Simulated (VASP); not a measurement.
# Mn in VASP: further runs

The runs below take Mn through single point, with revPBE.

All numbers are computed with VASP 6.6.1; they aren't measurements. Logs are shortened: lines on timing, memory, paths and dates and some standing lists are left out, and cuts for length are marked.

**1. The cell of the first run**

The typed cell holds 2 atoms: a = 2.392 Å, b = 2.392 Å, c = 3.865 Å, α = 90.00°, β = 90.00°, γ = 119.99°.

This isn't the form of Mn at room conditions, which is a 58-atom cubic cell.

**2. Single point, revPBE (9.57 Å³/atom)**

File INCAR:

```
ALGO     = Normal         # electronic algorithm
EDIFF    = 1E-7           # SCF threshold, eV
ENCUT    = 520            # plane-wave cutoff, eV
GGA      = RE             # functional
ISIF     = 2              # what is computed and relaxed
ISMEAR   = -1             # smearing method
LASPH    = T              # aspherical terms in the spheres
LCHARG   = F              # write CHGCAR
LREAL    = F              # projectors in reciprocal space
LWAVE    = F              # write WAVECAR
NBANDS   = 20             # bands
NELM     = 80             # most SCF steps
PREC     = Accurate       # precision mode
SIGMA    = 0.1            # smearing width, eV
```

File KPOINTS:

```
k-points
0
Gamma
  16 16 9
```

File POSCAR:

```
Mn
1.0
   -1.3213579542      1.6075342597      1.1786262675
    1.6075342597     -1.3213579542      1.1786262675
    2.6935794958      2.6935794958     -0.6544938399
Mn
2
Direct
    0.0416895037      0.9583104963      0.0000000000
    0.7083104963      0.2916895037      0.5000000000
```

Potentials or basis: VASP PAW PBE potentials, release 64 (Mn_pv).

Started as:

```
$ cat potpaw_PBE.64/Mn_pv/POTCAR > POTCAR
$ mpirun -np 1 vasp_std > vasp.out
```

OUTCAR:

```text
EDIFF = 1E-7
   ENCUT = 520
   GGA = RE
   ISIF = 2
   ISMEAR = -1
   LASPH = T
   LREAL = F
   NELM = 80
   PREC = Accurate

 ion  position               nearest neighbor table
   1  0.042  0.958  0.000-   2 2.38   2 2.38   2 2.38   2 2.38   2 2.38   2 2.38
   2  0.708  0.292  0.500-   1 2.38   1 2.38   1 2.38   1 2.38   1 2.38   1 2.38

  LATTYP: Found a base centered monoclinic cell.
 ALAT       =     2.3917427264
 B/A-ratio  =     1.7318246841
 C/A-ratio  =     1.6160239825
 COS(beta)  =    -0.0001222374

  Lattice vectors:

 A1 = (  -1.3213579542,   1.6075342597,   1.1786262675)
 A2 = (   1.6075342597,  -1.3213579542,   1.1786262675)
 A3 = (   2.6935794958,   2.6935794958,  -0.6544938399)

Analysis of symmetry for initial positions (statically):
=====================================================================
 Subroutine PRICEL returns:
 Original cell was already a primitive cell.

 Routine SETGRP: Setting up the symmetry group for a
 base centered monoclinic supercell.

 Subroutine GETGRP returns: Found  4 space group operations
 (whereof  2 operations were pure point group operations)
 out of a pool of  4 trial point group operations.

The static configuration has the point symmetry C_2 .
 The point group associated with its full space group is C_2h.

Analysis of symmetry for dynamics (positions and initial velocities):
=====================================================================
 Subroutine PRICEL returns:
 Original cell was already a primitive cell.

 Routine SETGRP: Setting up the symmetry group for a
 base centered monoclinic supercell.

 Subroutine GETGRP returns: Found  4 space group operations
 (whereof  2 operations were pure point group operations)
 out of a pool of  4 trial point group operations.

The dynamic configuration has the point symmetry C_2 .
 The point group associated with its full space group is C_2h.

 Subroutine INISYM returns: Found  4 space group operations
 (whereof  2 operations are pure point group operations),
 and found     1 'primitive' translations

----------------------------------------------------------------------------------------

                                     Primitive cell

  volume of cell :      19.1454

  direct lattice vectors                    reciprocal lattice vectors
    -1.321357954  1.607534260  1.178626268    -0.120650357  0.220775659  0.412067225
     1.607534260 -1.321357954  1.178626268     0.220775659 -0.120650357  0.412067225
     2.693579496  2.693579496 -0.654493840     0.180307749  0.180307749 -0.043779616

  length of vectors
     2.391508544  2.391508544  3.865113606     0.482802028  0.482802028  0.258724609

  position of ions in fractional coordinates (direct lattice)
     0.041689504  0.958310496  1.000000000
     0.708310496  0.291689504  0.500000000

  ion indices of the primitive-cell ions
   primitive index   ion index
                 1           1
                 2           2

----------------------------------------------------------------------------------------

 KPOINTS: k-points

Automatic generation of k-mesh.
 Grid dimensions read from file:
 generate k-points for:   16   16    9

 Generating k-lattice:

  Cartesian coordinates                     Fractional coordinates (reciprocal lattice)
    -0.007540647  0.013798479  0.025754202     0.062500000 -0.000000000  0.000000000
     0.013798479 -0.007540647  0.025754202    -0.000000000  0.062500000  0.000000000
     0.020034194  0.020034194 -0.004864402     0.000000000  0.000000000  0.111111111

  Length of vectors
     0.030175127  0.030175127  0.028747179

  Shift w.r.t. Gamma in fractional coordinates (k-lattice)
     0.000000000  0.000000000  0.000000000

 Subroutine IBZKPT returns following result:
 ===========================================

 Found    617 irreducible k-points:

 Following reciprocal coordinates:
            Coordinates               Weight
  0.000000  0.000000  0.000000      1.000000
  0.062500 -0.000000 -0.000000      4.000000
  0.125000 -0.000000 -0.000000      4.000000
  0.187500 -0.000000 -0.000000      4.000000
  0.250000 -0.000000 -0.000000      4.000000
  0.312500 -0.000000  0.000000      4.000000
[... 16 lines left out ...]
 -0.125000  0.062500  0.000000      4.000000
 -0.062500  0.062500  0.000000      2.000000
 [... further k-points ...]
   k-points           NKPTS =    617   k-points in BZ     NKDIM =    617   number of bands    NBANDS=     20
   number of dos      NEDOS =    301   number of ions     NIONS =      2
   total plane-waves  NPLWV =   9720
   dimension x,y,z NGX =    18 NGY =   18 NGZ =   30
   dimension x,y,z NGXF=    36 NGYF=   36 NGZF=   60
   ions per type =               2
   NGX,Y,Z   is equivalent  to a cutoff of  12.51, 12.51, 12.90 a.u.
   NGXF,Y,Z  is equivalent  to a cutoff of  25.03, 25.03, 25.81 a.u.
 SYSTEM =  unknown system
   PREC   = accura    normal or accurate (medium, high low for compatibility)
   ISTART =      0    job   : 0-new  1-cont  2-samecut
   ICHARG =      2    charge: 1-file 2-atom 10-const
   ISPIN  =      1    spin polarized calculation?
   LNONCOLLINEAR =      F non collinear calculations
   LSORBIT =      F    spin-orbit coupling
   LASPH  =      T    aspherical Exc in radial PAW
   ENCUT  =  520.0 eV  38.22 Ry    6.18 a.u.   4.45  4.45  7.19*2*pi/ulx,y,z
   NELM   =     80;   NELMIN=  2; NELMDL= -5     # of ELM steps
   EDIFF  = 0.1E-06   stopping-criterion for ELM
   LREAL  =      F    real-space projection
   EDIFFG = 0.1E-05   stopping-criterion for IOM
   NSW    =      0    number of steps for IOM
   IBRION =     -1    ionic relax: 0-MD 1-quasi-New 2-CG
   NFREE  =      0    steps in history (QN), initial steepest desc. (CG)
   ISIF   =      2    stress and relaxation
   ISYM   =      2    0-nonsym 1-usesym 2-fastsym
   POTIM  = 0.5000    time-step for ionic-motion
   TEBEG  =    0.0;   TEEND  =   0.0 temperature during run
   PSTRESS=    0.0 pullay stress
   NELECT =      26.0000    total number of electrons
   NUPDOWN=      -1.0000    fix difference up-down
   EMIN   =  10.00;   EMAX   =-10.00  energy-range for DOS
   EFERMI =   0.00;   METHOD = LEGACY
   ISMEAR =    -1;   SIGMA  =   0.10  broadening in eV -4-tet -1-fermi 0-gaus
   EFERMI_NEDOS =   21; number of points for ismear=-14 and -15
   IALGO  =     38    algorithm
   IMIX   =      4    mixing-type and parameters
     AMIX     =   0.40;   BMIX     =  1.00
     AMIX_MAG =   1.60;   BMIX_MAG =  1.00
  volume/ion in A,a.u.               =       9.57        64.60
  Fermi-wavevector in a.u.,A,eV,Ry     =   1.812916  3.425914 44.717762  3.286663
  Thomas-Fermi vector in A             =   2.871063
   LORBIT       =      0    0 simple, 1 ext, 2 COOP (PROOUT), +10 PAW based schemes
   GGA     = RE    functional components
   LHFCALC =     F    Hartree Fock is set to
   AEXX    =    0.0000 exact exchange contribution
   IVDW    =     0    specifies the selected vdW correction
   LEPSILON=     F    determine dielectric tensor
   LRPA    =     F    only Hartree local field effects (RPA)
 non-spin polarized calculation
  energy-cutoff  :      520.00
  volume of cell :       19.15
 maximum number of plane-waves:       543
 NGX is ok and might be reduce to    18
   NGX =  9   NGY =  9   NGZ = 15

 number of electron      25.9999992 magnetization

 Free energy of the ion-electron system (eV)
  ---------------------------------------------------
  ext. energy  EPLUGINS =         0.00000000
  ---------------------------------------------------
  free energy    TOTEN  =       -16.74045437 eV

  energy without entropy =      -16.66010300  energy(sigma->0) =      -16.70027868

 E-fermi :  12.1783     XC(G=0): -14.6453

 val. band max:       12.1751511620   @ k =   0.5000   0.4375   0.3333
 cond. band min:      12.1792895582   @ k =  -0.1875   0.2500   0.3333
 fundamental gap:      0.0041383962
 Fermi energy:        12.1782616137

 k-point     1 :       0.0000    0.0000    0.0000
  band No.  band energies     occupation
      1     -36.3693      2.00000
      2     -35.4147      2.00000
      3     -35.4144      2.00000
      4     -35.2666      2.00000
      5     -35.2665      2.00000
      6     -35.2462      2.00000
[... 12 lines left out ...]
     19      22.8995      0.00000
     20      33.6894      0.00000

 k-point     2 :       0.0625   -0.0000   -0.0000
  band No.  band energies     occupation
      1     -36.3550      2.00000
      2     -35.4458      2.00000
      3     -35.4245      2.00000
      4     -35.2990      2.00000
      5     -35.2709      2.00000
      6     -35.2514      2.00000
[... 12 lines left out ...]
     19      22.8933      0.00000
     20      33.5508      0.00000

 k-point     3 :       0.1250   -0.0000   -0.0000
  band No.  band energies     occupation
      1     -36.3136      2.00000
      2     -35.5348      2.00000
      3     -35.4524      2.00000
      4     -35.3902      2.00000
      5     -35.2837      2.00000
      6     -35.2673      2.00000
[... 12 lines left out ...]
     19      22.8797      0.00000
     20      32.6762      0.00000

 k-point     4 :       0.1875   -0.0000   -0.0000
  band No.  band energies     occupation
      1     -36.2484      2.00000
      2     -35.6687      2.00000
      3     -35.5234      2.00000
      4     -35.4929      2.00000
      5     -35.3041      2.00000
      6     -35.2941      2.00000
[... 12 lines left out ...]
     19      22.8691      0.00000
     20      30.6579      0.00000

 k-point     5 :       0.2500   -0.0000   -0.0000
  band No.  band energies     occupation
      1     -36.1650      2.00000
      2     -35.8278      2.00000
      3     -35.6758      2.00000
      4     -35.5393      2.00000
      5     -35.3321      2.00000
      6     -35.3292      2.00000
[... 12 lines left out ...]
     19      22.8488      0.00000
     20      28.2666      0.00000

 k-point     6 :       0.3125   -0.0000    0.0000
  band No.  band energies     occupation
      1     -36.0712      2.00000
      2     -35.9874      2.00000
      3     -35.8238      2.00000
      4     -35.5844      2.00000
      5     -35.3804      2.00000
      6     -35.3552      2.00000
[... 12 lines left out ...]
     19      22.6341      0.00000
     20      26.1838      0.00000

 k-point     7 :       0.3750   -0.0000   -0.0000
  band No.  band energies     occupation
      1     -36.1228      2.00000
      2     -35.9775      2.00000
      3     -35.9464      2.00000
      4     -35.6219      2.00000
      5     -35.4353      2.00000
      6     -35.3778      2.00000
[... 12 lines left out ...]
     19      22.6936      0.00000
     20      25.2779      0.00000
[... 277 lines left out ...]
 k-point    20 :      -0.3125    0.0625    0.0000
  band No.  band energies     occupation
      1     -36.1105      2.00000
      2     -35.9073      2.00000
      3     -35.7697      2.00000
      4     -35.5643      2.00000
      5     -35.3593      2.00000
      6     -35.3591      2.00000
[... 12 lines left out ...]
     19      22.8465      0.00000
     20      27.1556      0.00000

 k-point    21 :      -0.2500    0.0625    0.0000
  band No.  band energies     occupation
      1     -36.1994      2.00000
      2     -35.7492      2.00000
      3     -35.6352      2.00000
      4     -35.5046      2.00000
      5     -35.3306      2.00000
      6     -35.3158      2.00000
[... 12 lines left out ...]
     19      22.8824      0.00000
     20      29.4864      0.00000

 k-point    22 :      -0.1875    0.0625    0.0000
  band No.  band energies     occupation
      1     -36.2738      2.00000
      2     -35.6064      2.00000
      3     -35.5195      2.00000
      4     -35.4342      2.00000
      5     -35.3040      2.00000
      6     -35.2833      2.00000
[... 12 lines left out ...]
     19      22.8768      0.00000
     20      31.7397      0.00000

 k-point    23 :      -0.1250    0.0625    0.0000
  band No.  band energies     occupation
      1     -36.3272      2.00000
      2     -35.5016      2.00000
      3     -35.4513      2.00000
      4     -35.3541      2.00000
      5     -35.2825      2.00000
      6     -35.2620      2.00000
[... 12 lines left out ...]
     19      22.8839      0.00000
     20      33.1095      0.00000

 k-point    24 :      -0.0625    0.0625    0.0000
  band No.  band energies     occupation
      1     -36.3550      2.00000
      2     -35.4456      2.00000
      3     -35.4247      2.00000
      4     -35.2989      2.00000
      5     -35.2710      2.00000
      6     -35.2514      2.00000
[... 12 lines left out ...]
     19      22.8933      0.00000
     20      33.5515      0.00000

 [... further k-points ...]

------------------------ aborting loop because EDIFF is reached ----------------------------------------

  FORCE on cell =-STRESS in cart. coord.  units (eV):
  Direction    XX          YY          ZZ          XY          YZ          ZX
  --------------------------------------------------------------------------------------
  -------------------------------------------------------------------------------------
  Total        5.4197561      5.4197561      5.4132889      0.0004439      0.0008095      0.0008095
  in kB      453.5500409    453.5500409    453.0088361      0.0371446      0.0677452      0.0677421
  external PRESSURE =     453.3696393 kB  Pullay stress =       0.0000000 kB

 VOLUME and BASIS-vectors are now :
 -----------------------------------------------------------------------------
  energy-cutoff  :      520.00
  volume of cell :       19.15
      direct lattice vectors                 reciprocal lattice vectors
    -1.321357954  1.607534260  1.178626268    -0.120650357  0.220775659  0.412067225
     1.607534260 -1.321357954  1.178626268     0.220775659 -0.120650357  0.412067225
     2.693579496  2.693579496 -0.654493840     0.180307749  0.180307749 -0.043779616

 POSITION                                       TOTAL-FORCE (eV/Angst)
 -----------------------------------------------------------------------------------
      1.48543     -1.19925      1.17863         0.000003     -0.000003     -0.000000
      0.87976      2.10000      0.85138        -0.000003      0.000003      0.000000
 -----------------------------------------------------------------------------------
    total drift:                                0.000000      0.000000      0.000000

  FREE ENERGIE OF THE ION-ELECTRON SYSTEM (eV)
  ---------------------------------------------------
  free  energy   TOTEN  =       -16.7404543651 eV

  energy  without entropy=      -16.6601029972  energy(sigma->0) =      -16.70027868
```

Run time: 4.9 min. Hardware: 1 thread of Intel Xeon 8259CL, shared host; peak memory 0.29 GiB.

Results:

```yaml
Free_energy: -16.7405 eV
Pressure: 45.3 GPa
Band_gap_on_the_k_mesh: zero (bands 13 and 14 overlap by 2.31 eV)
```

Levels at points of the mesh, in eV from the Fermi level:
```
           k point  band 11  band 12  band 13  band 14  band 15  band 16
(0.00, 0.00, 0.00)    -1.14    -0.57    -0.57     0.03     0.04     0.96
(0.50, 0.00, 0.00)    -1.39    -1.07    -0.47     2.13     2.32     2.38
(0.50, 0.50, 0.00)    -1.39    -1.07    -0.47     2.13     2.32     2.38
```

Caveat: the cell stands under pressure; the PAW data sets were made with another functional, which shifts forces and pressure a little; the run has no spin polarisation, though such a crystal can be magnetic. Spin polarisation is off, so any magnetic state and its effect on volume and gap are missing.

(Continued in part 2 of 3.)
